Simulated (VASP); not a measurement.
# NiS4 (I4_1/amd) in VASP: further runs, part 2 of 2

VASP 6.6.1. Earlier steps stand in the parts before.

### Step 4. Single point, r2SCAN

POSCAR

```
NiS4
1.0
   -3.7482900000      3.7482900000      3.3473750000
    3.7482900000     -3.7482900000      3.3473750000
    3.7482900000      3.7482900000     -3.3473750000
S Ni
8 2
Direct
    0.3520000000      0.7950000000      0.5570000000
    0.7950000000      0.7380000000      0.4430000000
    0.7380000000      0.7950000000      0.9430000000
    0.7950000000      0.3520000000      0.0570000000
    0.6480000000      0.2050000000      0.4430000000
    0.2050000000      0.6480000000      0.9430000000
    0.2620000000      0.2050000000      0.0570000000
    0.2050000000      0.2620000000      0.5570000000
    0.1250000000      0.8750000000      0.2500000000
    0.8750000000      0.1250000000      0.7500000000
```

INCAR.step1

```
  PREC = Accurate
  ENCUT = 520
  ISMEAR = 0
  SIGMA = 0.01
  LREAL = F
  LASPH = T
  NELM = 100
  NBANDS = 45
  GGA = PE
  ALGO = Normal
  EDIFF = 1E-4
  LWAVE = T
  LCHARG = F
```

INCAR.step2

```
  PREC = Accurate
  ENCUT = 520
  EDIFF = 1E-6
  ISMEAR = 0
  SIGMA = 0.01
  LREAL = F
  LASPH = T
  NELM = 100
  ALGO = Normal
  ISIF = 2
  LWAVE = F
  LCHARG = F
  METAGGA = R2SCAN
  LMIXTAU = T
  NBANDS = 45
  ISTART = 1
```

KPOINTS

```
regular mesh
0
Gamma
  4 4 4
```

Potentials or basis: VASP PAW PBE potentials, release 64 (S, Ni).

The run is started by

```sh
cat potpaw_PBE.64/S/POTCAR potpaw_PBE.64/Ni/POTCAR > POTCAR
cp INCAR.step1 INCAR
mpirun -np 1 vasp_std > vasp.out
cp INCAR.step2 INCAR
mpirun -np 1 vasp_std > vasp.out
```

OUTCAR:

```text
PREC = Accurate
   ENCUT = 520
   EDIFF = 1E-6
   ISMEAR = 0
   LREAL = F
   LASPH = T
   NELM = 100
   ISIF = 2
   METAGGA = R2SCAN
   ISTART = 1

 ion  position               nearest neighbor table
   1  0.352  0.795  0.557-   9 2.36  10 2.64
   2  0.795  0.738  0.443-  10 2.36   9 2.64
   3  0.738  0.795  0.943-   9 2.36  10 2.64
   4  0.795  0.352  0.057-  10 2.36   9 2.64
   5  0.648  0.205  0.443-  10 2.36   9 2.64
   6  0.205  0.648  0.943-   9 2.36  10 2.64
   7  0.262  0.205  0.057-  10 2.36   9 2.64
   8  0.205  0.262  0.557-   9 2.36  10 2.64
   9  0.125  0.875  0.250-   1 2.36   6 2.36   3 2.36   8 2.36   7 2.64   2 2.64   5 2.64   4 2.64

  10  0.875  0.125  0.750-   4 2.36   5 2.36   2 2.36   7 2.36   3 2.64   8 2.64   6 2.64   1 2.64

  LATTYP: Found a body centered tetragonal cell.
 ALAT       =     7.4965800000
 C/A-ratio  =     0.8930405598

  Lattice vectors:

 A1 = (  -3.7482900000,   3.7482900000,   3.3473750000)
 A2 = (   3.7482900000,  -3.7482900000,   3.3473750000)
 A3 = (   3.7482900000,   3.7482900000,  -3.3473750000)

Analysis of symmetry for initial positions (statically):
=====================================================================
 Subroutine PRICEL returns:
 Original cell was already a primitive cell.

 Routine SETGRP: Setting up the symmetry group for a
 body centered tetragonal supercell.

 Subroutine GETGRP returns: Found 16 space group operations
 (whereof  4 operations were pure point group operations)
 out of a pool of 16 trial point group operations.

The static configuration has the point symmetry C_2h.
 The point group associated with its full space group is D_4h.

Analysis of symmetry for dynamics (positions and initial velocities):
=====================================================================
 Subroutine PRICEL returns:
 Original cell was already a primitive cell.

[... 138 lines left out ...]
   LHFCALC =     F    Hartree Fock is set to
   AEXX    =    0.0000 exact exchange contribution
   IVDW    =     0    specifies the selected vdW correction
   LEPSILON=     F    determine dielectric tensor
   LRPA    =     F    only Hartree local field effects (RPA)
 non-spin polarized calculation
 Gauss-broadening in eV      SIGMA  =   0.01
  energy-cutoff  :      520.00
  volume of cell :      188.12
 maximum number of plane-waves:      5112
 NGX is ok and might be reduce to    48
   NGX = 23   NGY = 23   NGZ = 23

 number of electron      67.9999975 magnetization

 Free energy of the ion-electron system (eV)
  ---------------------------------------------------
  ext. energy  EPLUGINS =         0.00000000
  ---------------------------------------------------
  free energy    TOTEN  =       -80.47230612 eV

  energy without entropy =      -80.47151920  energy(sigma->0) =      -80.47191266

 E-fermi :   4.4722     XC(G=0): -10.6995

 val. band max:        4.4691198446   @ k =  -0.2500   0.2500   0.2500
 cond. band min:       4.4793609053   @ k =   0.5000   0.5000   0.2500
 fundamental gap:      0.0102410607
 Fermi energy:         4.4722233230

 k-point     1 :       0.0000    0.0000    0.0000
  band No.  band energies     occupation
      1     -10.7019      2.00000
      2      -8.3879      2.00000
      3      -8.3879      2.00000
      4      -8.2385      2.00000
      5      -8.1532      2.00000
      6      -7.8520      2.00000
[... 613 lines left out ...]
     44      10.3671      0.00000
     45      12.0443      0.00000

------------------------ aborting loop because EDIFF is reached ----------------------------------------

  FORCE on cell =-STRESS in cart. coord.  units (eV):
  Direction    XX          YY          ZZ          XY          YZ          ZX
  --------------------------------------------------------------------------------------
  -------------------------------------------------------------------------------------
  Total       -8.5824883     -8.5824883    -19.5512220      0.0000000     -0.0000000      0.0000000
  in kB      -73.0959092    -73.0959092   -166.5151536      0.0000000     -0.0000000      0.0000000
  external PRESSURE =    -104.2356573 kB  Pullay stress =       0.0000000 kB

 VOLUME and BASIS-vectors are now :
 -----------------------------------------------------------------------------
  energy-cutoff  :      520.00
  volume of cell :      188.12
      direct lattice vectors                 reciprocal lattice vectors
    -3.748290000  3.748290000  3.347375000     0.000000000  0.133394161  0.149370776
     3.748290000 -3.748290000  3.347375000     0.133394161  0.000000000  0.149370776
     3.748290000  3.748290000 -3.347375000     0.133394161  0.133394161  0.000000000

 POSITION                                       TOTAL-FORCE (eV/Angst)
 -----------------------------------------------------------------------------------
      3.74829      0.42731      1.97495        -0.000000     -0.138093      0.812406
      1.44684      1.87414      3.64864         0.138093      0.000000      0.812406
      3.74829      3.32098      1.97495         0.000000      0.138093      0.812406
     -1.44684      1.87415      3.64864        -0.138093      0.000000      0.812406
     -0.00000      3.32098      1.37242        -0.000000      0.138093     -0.812406
      5.19513      1.87414     -0.30126         0.138093      0.000000     -0.812406
     -0.00000      0.42731      1.37242        -0.000000     -0.138093     -0.812406
      2.30145      1.87414     -0.30126        -0.138093     -0.000000     -0.812406
      3.74829     -1.87414      2.51053        -0.000000      0.000000      0.000000
      0.00000      5.62243      0.83684        -0.000000      0.000000      0.000000
 -----------------------------------------------------------------------------------
    total drift:                               -0.000000     -0.000000      0.000000

  FREE ENERGIE OF THE ION-ELECTRON SYSTEM (eV)
  ---------------------------------------------------
  free  energy   TOTEN  =       -80.4723061199 eV

  energy  without entropy=      -80.4715191974  energy(sigma->0) =      -80.47191266
```

Run time: 16 min. Hardware: 1 thread of Oxide Virtual Turin-like, shared host; peak memory 0.36 GiB.

What came out:

```yaml
Free_energy: -80.4723 eV
Pressure: -10.4 GPa
Largest_force: 0.824 eV/Å
Band_gap_on_the_k_mesh: zero (bands 34 and 35 overlap by 0.60 eV)
```

Forces in eV/Å, atoms in the order of the input:
```
S    0.000 -0.138  0.812
S    0.138  0.000  0.812
S    0.000  0.138  0.812
S   -0.138  0.000  0.812
S    0.000  0.138 -0.812
S    0.138  0.000 -0.812
S    0.000 -0.138 -0.812
S   -0.138  0.000 -0.812
Ni   0.000  0.000  0.000
Ni   0.000  0.000  0.000
```

Stress tensor (GPa, compression positive):
```
 -7.31   0.00   0.00
  0.00  -7.31   0.00
  0.00   0.00 -16.65
```

Levels at points of the mesh, in eV from the Fermi level:
| k point | band 32 | band 33 | band 34 | band 35 | band 36 | band 37 |
| --- | --- | --- | --- | --- | --- | --- |
| (0.00, 0.00, 0.00) | 0.11 | 0.11 | 0.19 | 0.20 | 0.31 | 0.77 |
| (0.50, 0.00, 0.00) | -0.60 | -0.10 | 0.02 | 0.26 | 0.27 | 0.29 |
| (0.50, 0.50, 0.00) | -0.88 | -0.24 | -0.24 | 0.07 | 0.07 | 0.78 |
| (0.50, 0.50, 0.50) | -0.70 | -0.41 | -0.41 | -0.41 | -0.41 | 0.34 |

Caveat: the stress differs along the axes, from -17 to -7 GPa; the PAW data sets were made with another functional, which shifts forces and pressure a little; the run has no spin polarisation, though such a crystal can be magnetic. With open d or f shells a metallic result of r2SCAN can be an artefact of self-interaction; +U or a hybrid may open a gap.

### Step 5. Single point, r2SCAN

POSCAR is that of step 4.

INCAR.step1

```
SYSTEM = NiS4
PREC = Accurate
ENCUT = 520
ISMEAR = 1
SIGMA = 0.005
LREAL = .False.
LASPH = .True.
NELM = 100
NBANDS = 45
GGA = PE
ALGO = Normal
EDIFF = 1E-4
LWAVE = .True.
LCHARG = .False.
```

INCAR.step2

```
SYSTEM = NiS4
PREC = Accurate
ENCUT = 520
EDIFF = 1E-6
ISMEAR = 1
SIGMA = 0.005
LREAL = .False.
LASPH = .True.
NELM = 100
ALGO = Normal
ISIF = 2
LWAVE = .False.
LCHARG = .False.
METAGGA = R2SCAN
LMIXTAU = .True.
NBANDS = 45
ISTART = 1
```

KPOINTS

```
Automatic mesh
0
Gamma
  4 4 4
  0 0 0
```

The run is started by

```sh
cat potpaw_PBE.64/S/POTCAR potpaw_PBE.64/Ni/POTCAR > POTCAR
cp INCAR.step1 INCAR
mpirun -np 1 vasp_std > vasp.out
cp INCAR.step2 INCAR
mpirun -np 1 vasp_std > vasp.out
```

Run time: 16 min. Hardware: 1 thread of Oxide Virtual Turin-like, shared host; peak memory 0.37 GiB.

Results (log left out):

* Free energy: -80.4719 eV
* Pressure: -10.4 GPa
* Largest force: 0.830 eV/Å
* Band gap on the k mesh: zero (bands 34 and 35 overlap by 0.60 eV)

Forces in eV/Å, atoms in the order of the input:
```
S    0.000 -0.140  0.818
S    0.140  0.000  0.818
S    0.000  0.140  0.818
S   -0.140  0.000  0.818
S    0.000  0.140 -0.818
S    0.140  0.000 -0.818
S    0.000 -0.140 -0.818
S   -0.140  0.000 -0.818
Ni   0.000  0.000  0.000
Ni   0.000  0.000  0.000
```

Stress tensor (GPa, compression positive):
```
 -7.23   0.00   0.00
  0.00  -7.23   0.00
  0.00   0.00 -16.81
```

Levels at points of the mesh, in eV from the Fermi level:
```
           k point  band 30  band 31  band 32  band 33  band 34  band 35  band 36  band 37  band 38  band 39
(0.00, 0.00, 0.00)    -0.44     0.03     0.11     0.11     0.19     0.19     0.31     0.77     0.79     0.79
(0.50, 0.00, 0.00)    -0.84    -0.79    -0.60    -0.10     0.01     0.25     0.26     0.29     0.89     1.01
(0.50, 0.50, 0.00)    -0.99    -0.88    -0.88    -0.24    -0.24     0.07     0.07     0.78     0.78     0.97
(0.50, 0.50, 0.50)    -1.54    -0.70    -0.70    -0.42    -0.42    -0.41    -0.41     0.33     0.33     0.69
```

Caveat: the stress differs along the axes, from -17 to -7 GPa; the PAW data sets were made with another functional, which shifts forces and pressure a little; the run has no spin polarisation, though such a crystal can be magnetic.

### Step 6. Overview

| level | smearing | gap on the mesh (eV) | pressure (GPa) | largest force (eV/Å) |
| --- | --- | --- | --- | --- |
| RPBE | fermi-dirac 0.1 eV | none | -6.6 | 0.62 |
| r2SCAN | fermi-dirac 0.1 eV | none | -10.3 | 0.79 |
| r2SCAN | gaussian 0.01 eV | none | -10.4 | 0.82 |
| r2SCAN | methfessel-paxton 0.005 eV | none | -10.4 | 0.83 |

Alike in all rows: task single point; potentials or basis VASP PAW PBE potentials, release 64 (S, Ni); no spin polarisation; cell as given; k mesh 4 × 4 × 4; cutoff (eV) 520.

The pressure there spans -10.4 GPa (r2SCAN) to -6.6 GPa (RPBE); a positive pressure means that this level wants a larger cell, a negative one a smaller.

Caveats: the PAW data sets were made with another functional, which shifts forces and pressure a little; the run has no spin polarisation, though such a crystal can be magnetic; the stress differs along the axes, from -17 to -7 GPa (at least some runs); the stress differs along the axes, from -12 to -4 GPa (at least some runs); the stress differs along the axes, from -16 to -7 GPa (at least some runs).

Total energies depend on the potentials used, so only differences within one code and one set of settings carry meaning.

The gap in the log of VASP goes by the Fermi energy; the results here count the filled bands.